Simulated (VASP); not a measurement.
Ge, 1 atom in the cell. Symmetry: Cmmm, No. 65, orthorhombic system. Conventional cell: a = 2.757 Å, b = 5.131 Å, c = 2.662 Å, α = 90.00°, β = 90.00°, γ = 90.00°. Ge (site symmetry mmm) has 8 Ge at 2.66 to 2.91 Å within 3.5 Å. 

```yaml
Program: VASP 6.6.1
Task: single point
Functional: r2SCAN
Potentials_or_basis: VASP PAW PBE potentials, release 64 (Ge_d)
Cutoff: 520 eV
k_mesh: 11 × 11 × 10
Occupations: fermi-dirac, width 0.05 eV
Spin: no spin polarisation
Dipole_correction: no
Further_INCAR_settings: ALGO = Normal; EDIFF = 1e-06; NBANDS = 13
```

Potentials or basis: VASP PAW PBE potentials, release 64 (Ge_d).

Command:

```bash
$ cat potpaw_PBE.64/Ge_d/POTCAR > POTCAR
$ cp INCAR.step1 INCAR
$ mpirun -np 1 vasp_std > vasp.out
$ cp INCAR.step2 INCAR
$ mpirun -np 1 vasp_std > vasp.out
```

Hardware: 1 thread of Intel(R) Xeon(R) 6975P-C (Granite Rapids), with other jobs on the host.

Estimate the wall time of this run.

It took 35 s on 1 thread of Intel(R) Xeon(R) 6975P-C (Granite Rapids), with other jobs on the host, peak memory 0.17 GiB. Counts: k points 216.
